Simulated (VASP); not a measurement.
# B6As (Pm-3m) in VASP: notebook, part 3 of 3

VASP 6.6.1. Earlier steps stand in the parts before.

**5. Single point, r2SCAN**

This run uses another cell than the first one, of 10.24 Å³/atom.

POSCAR

```
B6As
1.0
    4.1538815092      0.0000000000      0.0000000000
    0.0000000000      4.1538815092      0.0000000000
    0.0000000000      0.0000000000      4.1538815092
B As
6 1
Direct
    0.5000000000      0.5000000000      0.1992306545
    0.5000000000      0.5000000000      0.8007693455
    0.1992306545      0.5000000000      0.5000000000
    0.8007693455      0.5000000000      0.5000000000
    0.5000000000      0.1992306545      0.5000000000
    0.5000000000      0.8007693455      0.5000000000
    0.0000000000      0.0000000000      0.0000000000
```

INCAR.step1

```
ALGO = Normal ; EDIFF = 1E-5
ENCUT = 550 ; GGA = PE
GGA_COMPAT = False ; ISMEAR = 0
LASPH = True ; LCHARG = False
LREAL = False ; LWAVE = True
NBANDS = 20 ; NELM = 120
PREC = Accurate ; SIGMA = 0.1
```

INCAR.step2

```
ALGO = Normal ; EDIFF = 1E-6
ENCUT = 550 ; GGA_COMPAT = False
ISIF = 2 ; ISMEAR = 0
ISTART = 1 ; LASPH = True
LCHARG = True ; LELF = True
LMIXTAU = True ; LREAL = False
LVHAR = True ; LWAVE = False
METAGGA = R2SCAN ; NBANDS = 20
NELM = 120 ; PREC = Accurate
SIGMA = 0.1
```

KPOINTS

```
k-points
0
Gamma
  10 10 10
```

Potentials or basis: VASP PAW PBE potentials, release 64 (B, As).

Run with:

```bash
> cat potpaw_PBE.64/B/POTCAR potpaw_PBE.64/As/POTCAR > POTCAR
> cp INCAR.step1 INCAR
> mpirun -np 1 vasp_std > vasp.out
> cp INCAR.step2 INCAR
> mpirun -np 1 vasp_std > vasp.out
```

OUTCAR:

```text
EDIFF = 1E-6
   ENCUT = 550
   ISIF = 2
   ISMEAR = 0
   ISTART = 1
   LASPH = True
   LREAL = False
   METAGGA = R2SCAN
   NELM = 120
   PREC = Accurate

 ion  position               nearest neighbor table
   1  0.500  0.500  0.199-   2 1.66   3 1.77   4 1.77   5 1.77   6 1.77
   2  0.500  0.500  0.801-   1 1.66   3 1.77   4 1.77   5 1.77   6 1.77
   3  0.199  0.500  0.500-   4 1.66   2 1.77   1 1.77   5 1.77   6 1.77
   4  0.801  0.500  0.500-   3 1.66   2 1.77   1 1.77   5 1.77   6 1.77
   5  0.500  0.199  0.500-   6 1.66   2 1.77   3 1.77   4 1.77   1 1.77
   6  0.500  0.801  0.500-   5 1.66   2 1.77   3 1.77   4 1.77   1 1.77
   7  0.000  0.000  0.000-

  LATTYP: Found a simple cubic cell.
 ALAT       =     4.1538815092

  Lattice vectors:

 A1 = (   4.1538815092,   0.0000000000,   0.0000000000)
 A2 = (   0.0000000000,   4.1538815092,   0.0000000000)
 A3 = (   0.0000000000,   0.0000000000,   4.1538815092)

Analysis of symmetry for initial positions (statically):
=====================================================================
 Subroutine PRICEL returns:
 Original cell was already a primitive cell.

 Routine SETGRP: Setting up the symmetry group for a
 simple cubic supercell.

 Subroutine GETGRP returns: Found 48 space group operations
 (whereof 48 operations were pure point group operations)
 out of a pool of 48 trial point group operations.

The static configuration has the point symmetry O_h .

Analysis of symmetry for dynamics (positions and initial velocities):
=====================================================================
 Subroutine PRICEL returns:
 Original cell was already a primitive cell.

 Routine SETGRP: Setting up the symmetry group for a
 simple cubic supercell.

 Subroutine GETGRP returns: Found 48 space group operations
 (whereof 48 operations were pure point group operations)
 out of a pool of 48 trial point group operations.

The dynamic configuration has the point symmetry O_h .

 Subroutine INISYM returns: Found 48 space group operations
 (whereof 48 operations are pure point group operations),
 and found     1 'primitive' translations

----------------------------------------------------------------------------------------

                                     Primitive cell

  volume of cell :      71.6741

  direct lattice vectors                    reciprocal lattice vectors
     4.153881509  0.000000000  0.000000000     0.240738692  0.000000000  0.000000000
     0.000000000  4.153881509  0.000000000     0.000000000  0.240738692  0.000000000
     0.000000000  0.000000000  4.153881509     0.000000000  0.000000000  0.240738692

  length of vectors
     4.153881509  4.153881509  4.153881509     0.240738692  0.240738692  0.240738692

  position of ions in fractional coordinates (direct lattice)
     0.500000000  0.500000000  0.199230654
     0.500000000  0.500000000  0.800769346
     0.199230654  0.500000000  0.500000000
     0.800769346  0.500000000  0.500000000
     0.500000000  0.199230654  0.500000000
     0.500000000  0.800769346  0.500000000
[... 37 lines left out ...]

 Following reciprocal coordinates:
            Coordinates               Weight
  0.000000  0.000000  0.000000      1.000000
  0.100000  0.000000  0.000000      6.000000
  0.200000  0.000000  0.000000      6.000000
  0.300000  0.000000  0.000000      6.000000
  0.400000  0.000000  0.000000      6.000000
  0.500000  0.000000  0.000000      3.000000
[... 16 lines left out ...]
  0.200000  0.100000  0.100000     24.000000
  0.300000  0.100000  0.100000     24.000000
 [... further k-points ...]
   k-points           NKPTS =     56   k-points in BZ     NKDIM =     56   number of bands    NBANDS=     20
   number of dos      NEDOS =    301   number of ions     NIONS =      7
   total plane-waves  NPLWV =  32768
   dimension x,y,z NGX =    32 NGY =   32 NGZ =   32
   dimension x,y,z NGXF=    64 NGYF=   64 NGZF=   64
   ions per type =               6   1
   NGX,Y,Z   is equivalent  to a cutoff of  12.81, 12.81, 12.81 a.u.
   NGXF,Y,Z  is equivalent  to a cutoff of  25.61, 25.61, 25.61 a.u.
 SYSTEM =  unknown system
   PREC   = accura    normal or accurate (medium, high low for compatibility)
   ISTART =      1    job   : 0-new  1-cont  2-samecut
   ICHARG =      0    charge: 1-file 2-atom 10-const
   ISPIN  =      1    spin polarized calculation?
   LNONCOLLINEAR =      F non collinear calculations
   LSORBIT =      F    spin-orbit coupling
   LASPH  =      T    aspherical Exc in radial PAW
   ENCUT  =  550.0 eV  40.42 Ry    6.36 a.u.   7.94  7.94  7.94*2*pi/ulx,y,z
   NELM   =    120;   NELMIN=  2; NELMDL=  0     # of ELM steps
   EDIFF  = 0.1E-05   stopping-criterion for ELM
   LREAL  =      F    real-space projection
   EDIFFG = 0.1E-04   stopping-criterion for IOM
   NSW    =      0    number of steps for IOM
   IBRION =     -1    ionic relax: 0-MD 1-quasi-New 2-CG
   NFREE  =      0    steps in history (QN), initial steepest desc. (CG)
   ISIF   =      2    stress and relaxation
   ISYM   =      2    0-nonsym 1-usesym 2-fastsym
   POTIM  = 0.5000    time-step for ionic-motion
   TEBEG  =    0.0;   TEEND  =   0.0 temperature during run
   PSTRESS=    0.0 pullay stress
   NELECT =      23.0000    total number of electrons
   NUPDOWN=      -1.0000    fix difference up-down
   EMIN   =  10.00;   EMAX   =-10.00  energy-range for DOS
   EFERMI =   0.00;   METHOD = LEGACY
   ISMEAR =     0;   SIGMA  =   0.10  broadening in eV -4-tet -1-fermi 0-gaus
   EFERMI_NEDOS =   21; number of points for ismear=-14 and -15
   IALGO  =     38    algorithm
   IMIX   =      4    mixing-type and parameters
     AMIX     =   0.40;   BMIX     =  1.00
     AMIX_MAG =   1.60;   BMIX_MAG =  1.00
  volume/ion in A,a.u.               =      10.24        69.10
  Fermi-wavevector in a.u.,A,eV,Ry     =   1.120805  2.118014 17.091687  1.256204
  Thomas-Fermi vector in A             =   2.257454
   LORBIT       =      0    0 simple, 1 ext, 2 COOP (PROOUT), +10 PAW based schemes
   METAGGA = R2SCAN    functional components
   LHFCALC =     F    Hartree Fock is set to
   AEXX    =    0.0000 exact exchange contribution
   IVDW    =     0    specifies the selected vdW correction
   LEPSILON=     F    determine dielectric tensor
   LRPA    =     F    only Hartree local field effects (RPA)
 non-spin polarized calculation
 Gauss-broadening in eV      SIGMA  =   0.10
  energy-cutoff  :      550.00
  volume of cell :       71.67
 maximum number of plane-waves:      2176
 NGX is ok and might be reduce to    32
   NGX = 15   NGY = 15   NGZ = 15

 number of electron      22.9999999 magnetization

 Free energy of the ion-electron system (eV)
  ---------------------------------------------------
  ext. energy  EPLUGINS =         0.00000000
  ---------------------------------------------------
  free energy    TOTEN  =       -54.50597659 eV

  energy without entropy =      -54.49247100  energy(sigma->0) =      -54.49922379

 E-fermi :   4.6717     XC(G=0): -11.3044

 val. band max:        4.6662358872   @ k =   0.5000   0.2000   0.1000
 cond. band min:       4.6770250711   @ k =   0.2000   0.0000   0.0000
 fundamental gap:      0.0107891839
 Fermi energy:         4.6717310627

 k-point     1 :       0.0000    0.0000    0.0000
  band No.  band energies     occupation
      1     -11.1086      2.00000
      2      -6.6572      2.00000
      3      -2.7668      2.00000
      4      -2.7668      2.00000
      5      -2.7668      2.00000
      6      -1.0107      2.00000
[... 541 lines left out ...]
     19      13.9613      0.00000
     20      14.0756      0.00000

 [... further k-points ...]

------------------------ aborting loop because EDIFF is reached ----------------------------------------

  FORCE on cell =-STRESS in cart. coord.  units (eV):
  Direction    XX          YY          ZZ          XY          YZ          ZX
  --------------------------------------------------------------------------------------
  -------------------------------------------------------------------------------------
  Total        0.0251398      0.0251398      0.0251398     -0.0000000     -0.0000000      0.0000000
  in kB        0.5619665      0.5619665      0.5619665     -0.0000000     -0.0000000      0.0000000
  external PRESSURE =       0.5619665 kB  Pullay stress =       0.0000000 kB

 VOLUME and BASIS-vectors are now :
 -----------------------------------------------------------------------------
  energy-cutoff  :      550.00
  volume of cell :       71.67
      direct lattice vectors                 reciprocal lattice vectors
     4.153881509  0.000000000  0.000000000     0.240738692  0.000000000  0.000000000
     0.000000000  4.153881509  0.000000000     0.000000000  0.240738692  0.000000000
     0.000000000  0.000000000  4.153881509     0.000000000  0.000000000  0.240738692

 POSITION                                       TOTAL-FORCE (eV/Angst)
 -----------------------------------------------------------------------------------
      2.07694      2.07694      0.82758         0.000000      0.000000     -0.041202
      2.07694      2.07694      3.32630         0.000000     -0.000000      0.041202
      0.82758      2.07694      2.07694        -0.041202      0.000000      0.000000
      3.32630      2.07694      2.07694         0.041202     -0.000000     -0.000000
      2.07694      0.82758      2.07694         0.000000     -0.041202     -0.000000
      2.07694      3.32630      2.07694         0.000000      0.041202      0.000000
      0.00000      0.00000      0.00000         0.000000      0.000000     -0.000000
 -----------------------------------------------------------------------------------
    total drift:                                0.000000     -0.000000     -0.000000

  FREE ENERGIE OF THE ION-ELECTRON SYSTEM (eV)
  ---------------------------------------------------
  free  energy   TOTEN  =       -54.5059765878 eV

  energy  without entropy=      -54.4924710003  energy(sigma->0) =      -54.49922379
```

Run time: 97 s. Hardware: 1 thread of Intel Xeon 6975P-C (Granite Rapids), shared host; peak memory 0.23 GiB.

Results:

```
Free energy            : -54.5060 eV
Pressure               : 0.1 GPa
Largest force          : 0.041 eV/Å
Band gap on the k mesh : zero (an odd number of electrons rules out a gap without spin polarisation)
```

Forces on the atoms (eV/Å):
```
B    0.000  0.000 -0.041
B    0.000  0.000  0.041
B   -0.041  0.000  0.000
B    0.041  0.000  0.000
B    0.000 -0.041  0.000
B    0.000  0.041  0.000
As   0.000  0.000  0.000
```

Levels at points of the mesh, in eV from the Fermi level:
```tsv
k point	band 8	band 9	band 10	band 11	band 12	band 13	band 14	band 15
(0.00, 0.00, 0.00)	-5.41	-0.06	-0.06	-0.06	0.10	0.10	0.10	3.06
(0.50, 0.00, 0.00)	-3.66	-3.66	-2.00	0.13	0.62	1.16	1.54	1.54
(0.50, 0.50, 0.00)	-2.50	-2.50	-1.80	-1.80	-0.85	-0.65	-0.65	5.81
(0.50, 0.50, 0.50)	-5.99	-1.34	-1.34	-1.34	2.24	2.24	2.24	6.19
```

Caveat: the PAW data sets were made with another functional, which shifts forces and pressure a little.

**6. Relaxation of cell and atoms, r2SCAN**

This run uses another cell than the first one, of 10.30 Å³/atom.

POSCAR

```
B6As
1.0
    4.1619532476      0.0000000000      0.0000000000
    0.0000000000      4.1619532476      0.0000000000
    0.0000000000      0.0000000000      4.1619532476
B As
6 1
Direct
    0.5000000000      0.5000000000      0.1983957967
    0.5000000000      0.5000000000      0.8016042033
    0.1983957967      0.5000000000      0.5000000000
    0.8016042033      0.5000000000      0.5000000000
    0.5000000000      0.1983957967      0.5000000000
    0.5000000000      0.8016042033      0.5000000000
    0.0000000000      0.0000000000      0.0000000000
```

INCAR.step1

```
PREC = Accurate
ENCUT = 550
ISMEAR = 0
SIGMA = 0.1
LREAL = False
LASPH = True
NELM = 120
GGA = PE
ALGO = Normal
EDIFF = 1E-5
LWAVE = True
LCHARG = False
GGA_COMPAT = False
IBRION = 2
ISIF = 3
EDIFFG = -0.005
NELMIN = 4
NSW = 100
```

INCAR.step2

```
PREC = Accurate
ENCUT = 550
EDIFF = 1E-7
ISMEAR = 0
SIGMA = 0.1
LREAL = False
LASPH = True
NELM = 120
ALGO = Normal
ISIF = 3
LWAVE = False
LCHARG = False
METAGGA = R2SCAN
LMIXTAU = True
IBRION = 2
NSW = 100
EDIFFG = -0.01
ISTART = 1
GGA_COMPAT = False
NELMIN = 4
```

KPOINTS

```
regular mesh
0
Gamma
  10 10 10
```

Potentials or basis: VASP PAW PBE potentials, release 64 (B, As).

Run with:

```bash
> cat potpaw_PBE.64/B/POTCAR potpaw_PBE.64/As/POTCAR > POTCAR
> cp INCAR.step1 INCAR
> mpirun -np 1 vasp_std > vasp.out
> cp INCAR.step2 INCAR
> mpirun -np 1 vasp_std > vasp.out
```

OUTCAR:

```text
PREC = Accurate
   ENCUT = 550
   EDIFF = 1E-7
   ISMEAR = 0
   LREAL = False
   LASPH = True
   NELM = 120
   ISIF = 3
   METAGGA = R2SCAN
   IBRION = 2
   NSW = 100
   EDIFFG = -0.01
   ISTART = 1
   NELMIN = 4

 ion  position               nearest neighbor table
   1  0.500  0.500  0.198-   2 1.65   3 1.78   4 1.78   5 1.78   6 1.78
   2  0.500  0.500  0.802-   1 1.65   3 1.78   4 1.78   5 1.78   6 1.78
   3  0.198  0.500  0.500-   4 1.65   2 1.78   1 1.78   5 1.78   6 1.78
   4  0.802  0.500  0.500-   3 1.65   2 1.78   1 1.78   5 1.78   6 1.78
   5  0.500  0.198  0.500-   6 1.65   2 1.78   3 1.78   4 1.78   1 1.78
   6  0.500  0.802  0.500-   5 1.65   2 1.78   3 1.78   4 1.78   1 1.78
   7  0.000  0.000  0.000-

  LATTYP: Found a simple cubic cell.
 ALAT       =     4.1619532476

  Lattice vectors:

[... 336 lines left out ...]
      5      -2.7596      2.00000
      6      -1.0162      2.00000
      7      -1.0162      2.00000
      8      -0.7315      2.00000
      9       4.6279      1.54297
     10       4.6279      1.54297
     11       4.6279      1.54297
     12       4.7804      0.15759
     13       4.7804      0.15759
     14       4.7804      0.15759
[... 401 lines left out ...]
      2      -7.3678      2.00000
      3      -3.8151      2.00000
      4      -2.8221      2.00000
      5      -2.3975      2.00000
      6      -1.2113      2.00000
      7      -0.1728      2.00000
      8       1.5078      2.00000
      9       1.5859      2.00000
     10       2.3718      2.00000
     11       3.6795      2.00000
     12       5.1963      0.00000
     13       5.7479      0.00000
     14       5.9825      0.00000
     15       6.9917      0.00000

 [... further k-points ...]

------------------------ aborting loop because EDIFF is reached ----------------------------------------

  FORCE on cell =-STRESS in cart. coord.  units (eV):
  Direction    XX          YY          ZZ          XY          YZ          ZX
  --------------------------------------------------------------------------------------
  -------------------------------------------------------------------------------------
  Total        0.0542001      0.0542001      0.0542001      0.0000000     -0.0000000      0.0000000
  in kB        1.2122938      1.2122938      1.2122938      0.0000000     -0.0000000      0.0000000
  external PRESSURE =       1.2122938 kB  Pullay stress =       0.0000000 kB
[... 22 lines left out ...]
  FREE ENERGIE OF THE ION-ELECTRON SYSTEM (eV)
  ---------------------------------------------------
  free  energy   TOTEN  =       -54.5062791547 eV

  energy  without entropy=      -54.4927712625  energy(sigma->0) =      -54.49952521

 reached required accuracy - stopping structural energy minimisation
```

Run time: 3.9 min. Hardware: 1 thread of Intel Xeon 6975P-C (Granite Rapids), shared host; peak memory 0.23 GiB.

What came out:

| Property | Result |
| --- | --- |
| Free energy | -54.5063 eV |
| Relaxed volume | 10.23 Å³/atom |
| Relaxed cell | a = 4.153 Å, b = 4.153 Å, c = 4.153 Å, α = 90.00°, β = 90.00°, γ = 90.00° |
| Space group after relaxing (to 0.1 Å) | Pm-3m (No. 221) |
| Energy gained by relaxing | 0.4 meV/atom |
| Ionic steps | 4 |
| Pressure after relaxing | 0.1 GPa |
| Largest force after relaxing | 0.008 eV/Å |
| Band gap on the k mesh | zero (an odd number of electrons rules out a gap without spin polarisation) |

Forces on the atoms (eV/Å):
```
B    0.000  0.000  0.008
B    0.000  0.000 -0.008
B    0.008  0.000  0.000
B   -0.008  0.000  0.000
B    0.000  0.008  0.000
B    0.000 -0.008  0.000
As   0.000  0.000  0.000
```

The path:
| step | energy change (eV) | largest force (eV/Å) | pressure (GPa) | volume (Å³) |
| --- | --- | --- | --- | --- |
| 1 | 0.0000 | 0.1980 | -0.93 | 72.09 |
| 2 | 0.0065 | 0.4454 | 0.72 | 71.47 |
| 3 | -0.0026 | 0.0250 | -0.37 | 71.88 |
| 4 | -0.0029 | 0.0083 | 0.12 | 71.63 |

Final structure:
```cif
data_structure
_symmetry_space_group_name_H-M 'P 1'
_symmetry_Int_Tables_number 1
_cell_length_a 4.1531
_cell_length_b 4.1531
_cell_length_c 4.1531
_cell_angle_alpha 90.000
_cell_angle_beta 90.000
_cell_angle_gamma 90.000
_cell_volume 71.63
loop_
_atom_site_label
_atom_site_type_symbol
_atom_site_fract_x
_atom_site_fract_y
_atom_site_fract_z
_atom_site_occupancy
B1 B 0.50000 0.50000 0.19904 1
B2 B 0.50000 0.50000 0.80096 1
B3 B 0.19904 0.50000 0.50000 1
B4 B 0.80096 0.50000 0.50000 1
B5 B 0.50000 0.19904 0.50000 1
B6 B 0.50000 0.80096 0.50000 1
As1 As 0.00000 0.00000 0.00000 1
```

Caveat: the PAW data sets were made with another functional, which shifts forces and pressure a little.

**7. Overview**

```tsv
task	cell	k mesh	gap on the mesh (eV)	pressure (GPa)	relaxed volume (Å³/atom)	largest force (eV/Å)
single point	a = 4.035 Å, 7 atoms, atomic positions A	4 × 4 × 4	none	16.5	-	0.53
single point	a = 4.162 Å, 7 atoms, atomic positions B	4 × 4 × 4	none	0.1	-	0.04
relaxation of cell and atoms	relaxed from a = 4.035 Å, 7 atoms, atomic positions A	4 × 4 × 4	none	0.0	10.31	-
single point	a = 4.154 Å, 7 atoms, atomic positions C	10 × 10 × 10	none	0.1	-	0.04
relaxation of cell and atoms	relaxed from a = 4.162 Å, 7 atoms, atomic positions B	10 × 10 × 10	none	0.1	10.23	0.01
```

Alike in all rows: level r2SCAN; potentials or basis VASP PAW PBE potentials, release 64 (B, As); no spin polarisation; cutoff (eV) 550; smearing gaussian 0.1 eV.

Caveats: some runs use coarse meshes; the PAW data sets were made with another functional, which shifts forces and pressure a little.

Absolute energies hang on the potentials; compare differences alone.

The gap in the log of VASP goes by the Fermi energy; the results here count the filled bands.